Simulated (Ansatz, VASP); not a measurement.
**TiSi2 in VASP and in Ansatz**

```
Ti Si
1.0
    -1.45409    1.68522    4.13751
     1.45409   -1.68522    4.13751
     1.45409    1.68522   -4.13751
Ti Si
1 2
Cartesian
  0.0000 0.0000 0.0000
  0.0000 0.0000 2.6884
  0.0000 0.0000 5.5866
```

Alike in both runs: task single point; functional LDA; k mesh 18 × 18 × 18; occupations gaussian, width 0.15 eV; no spin polarisation.

|  | VASP | Ansatz |
| --- | --- | --- |
| version | VASP 6.6.1 | Ansatz 0.2.0 |
| potentials or method | VASP PAW LDA potentials, release 64 (Ti_sv, Si), cutoff 520 eV | scalar-relativistic, plane waves, PAW |
| valence electrons in the cell | 20 | 20 |

```tsv
	VASP	Ansatz	Ansatz less VASP
gap on the k mesh at the Fermi level (eV)	none	none	-
pressure (GPa)	0.2	0.0	-0.20
traceless stress, the component that is largest in VASP (GPa)	-1.39	-1.41	-0.018
rms of the force components (eV/Å)	0.227	0.228	+0.0012
```

Ansatz warns that its potentials were made for another functional, while VASP's fit it. LDA's correlation is that of Perdew and Zunger in VASP and of Perdew and Wang (1992) in Ansatz. Atom by atom the forces differ by 0.001 eV/Å (rms over components). A gap of «none» marks a metal or a gap that the smearing closes.
